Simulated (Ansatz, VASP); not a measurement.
# CoO in VASP and in Ansatz

INCAR

```
PREC     = Accurate       # precision mode
ENCUT    = 520            # plane-wave cutoff, eV
EDIFF    = 1E-6           # SCF threshold, eV
ISMEAR   = 1              # smearing method
SIGMA    = 0.15           # smearing width, eV
LREAL    = F              # projectors in reciprocal space
LASPH    = T              # aspherical terms in the spheres
NELM     = 150            # most SCF steps
ALGO     = Normal         # electronic algorithm
ISIF     = 2              # what is computed and relaxed
LWAVE    = F              # write WAVECAR
LCHARG   = F              # write CHGCAR
ISPIN    = 2              # spin polarisation
MAGMOM   = 3.2 0          # initial moments
LORBIT   = 11             # projections on sites
LMAXMIX  = 4              # l up to which the mixer works
GGA      = PE             # functional
NBANDS   = 18             # bands
```

Contents of KPOINTS:

```
regular mesh
0
Gamma
  14 14 14
```

POSCAR

```
CoO
1.0
    0.0000000000      2.1741300000      2.1315000000
    2.1741300000      0.0000000000      2.1315000000
    2.1741300000      2.1741300000      0.0000000000
Co O
1 1
Direct
    0.0000000000      0.0000000000      0.0000000000
    0.5000000000      0.5000000000      0.5000000000
```

Input for Ansatz:

```yaml
crystal:
  lattice:
    - [0.0, 2.17413, 2.1315]
    - [2.17413, 0.0, 2.1315]
    - [2.17413, 2.17413, 0.0]
  atoms:
    - { symbol: Co, position: [0.0, 0.0, 0.0], spin: 3.2 }
    - { symbol: O, position: [0.5, 0.5, 0.5] }
basis:
  ecutwfc: 520.0
kpoints:
  mp_grid:
    grid: [14, 14, 14]
hamiltonian:
  xc: pbe
  pseudopotentials:
    kind: paw
magnetization:
  spin_polarized: true
scf:
  occupations:
    method: cold
    width: 0.15
output:
  stress: true
```

Alike in both runs: task single point; functional PBE; k mesh 14 × 14 × 14; collinear spin.

|  | VASP | Ansatz |
| --- | --- | --- |
| version | VASP 6.6.1 | Ansatz 0.2.0 |
| potentials or method | VASP PAW PBE potentials, release 64 (Co, O), cutoff 520 eV | plane waves, PAW |
| occupations | methfessel-paxton of order 1, width 0.15 eV | cold, width 0.15 eV |
| valence electrons in the cell | 15 | 23 |

```csv
,VASP,Ansatz,Ansatz less VASP
pressure (GPa),-8.2,-7.9,+0.33
"traceless stress, the component that is largest in VASP (GPa)",-0.47,-0.35,+0.119
net moment per atom (μB),1.49,1.50,+0.007
size of the moment on the site where the two differ most (μB),2.61,2.54,-0.071
```

Site moments also hang on the region over which each program counts them. VASP's potentials hold 15 valence electrons a cell and Ansatz's 23, so a difference there can come from the potentials and not from the codes. Ansatz's warnings: given moment on shells, stability check not made.
